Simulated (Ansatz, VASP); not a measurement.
BN in VASP and in Ansatz

```xyz
4
Lattice="2.3846 0.0000 0.0000 -1.1923 2.0651 0.0000 0.0000 0.0000 6.2244" Properties=species:S:1:pos:R:3 pbc="T T T"
B     0.0000    1.3767    1.5561
B     1.1923    0.6884    4.6683
N     0.0000    1.3767    4.6683
N     1.1923    0.6884    1.5561
```

Alike in both runs: task single point; functional LDA; k mesh 12 × 12 × 4; occupations gaussian, width 0.05 eV; no spin polarisation.

|  | VASP | Ansatz |
| --- | --- | --- |
| version | VASP 6.6.1 | Ansatz 0.2.0 |
| potentials or method | VASP PAW LDA potentials, release 64 (B, N), cutoff 520 eV | scalar-relativistic, plane waves, PAW |
| valence electrons in the cell | 16 | 16 |

|  | VASP | Ansatz | Ansatz less VASP |
| --- | --- | --- | --- |
| gap on the k mesh at the Fermi level (eV) | 4.15 | 4.16 | +0.015 |
| least direct gap on the mesh (eV) | 4.62 | 4.64 | +0.015 |

Ansatz warns that its potentials were made for another functional, while VASP's fit it. LDA's correlation is that of Perdew and Zunger in VASP and of Perdew and Wang (1992) in Ansatz.
